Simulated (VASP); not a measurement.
Runs of VASP 6.6.1 on Rb. The structure is that of space group P6_3/mmc (No. 194), or close to it. The cells are those of the table. 

```tsv
cell	k mesh	gap on the mesh (eV)	pressure (GPa)
a = 4.718, b = 4.718, c = 7.779 Å, angles 90.0, 90.0, 120.0°, 2 atoms	9 × 9 × 5	none	(b)
a = 4.782, b = 4.782, c = 7.886 Å, angles 90.0, 90.0, 120.0°, 2 atoms	9 × 9 × 5	none	0.0
a = 4.967, b = 4.967, c = 8.190 Å, angles 90.0, 90.0, 120.0°, 2 atoms	9 × 9 × 5	none	-0.3
a = 4.845, b = 4.845, c = 7.990 Å, angles 90.0, 90.0, 120.0°, 2 atoms	9 × 9 × 5	none	(a)
a = 4.907, b = 4.907, c = 8.091 Å, angles 90.0, 90.0, 120.0°, 2 atoms	9 × 9 × 5	none	-0.2
a = 4.651, b = 4.651, c = 7.670 Å, angles 90.0, 90.0, 120.0°, 2 atoms	9 × 9 × 5	none	0.3
a = 4.583, b = 4.583, c = 7.557 Å, angles 90.0, 90.0, 120.0°, 2 atoms	9 × 9 × 5	none	0.6
a = 4.782, b = 4.782, c = 7.886 Å, angles 90.0, 90.0, 120.0°, 2 atoms	7 × 7 × 4	none	0.0
```

Alike in all rows: task single point; level LDA; potentials or basis VASP PAW LDA potentials, release 64 (Rb_sv); no spin polarisation; cutoff (eV) 520; smearing fermi-dirac 0.1 eV.

Problem. Fill in the values left out.

Solution. (a) -0.1; (b) 0.1.

A k mesh can miss the band edges, and the runs leave out spin-orbit coupling on Rb.

A gap of «none» marks levels without a gap at the run's occupations.
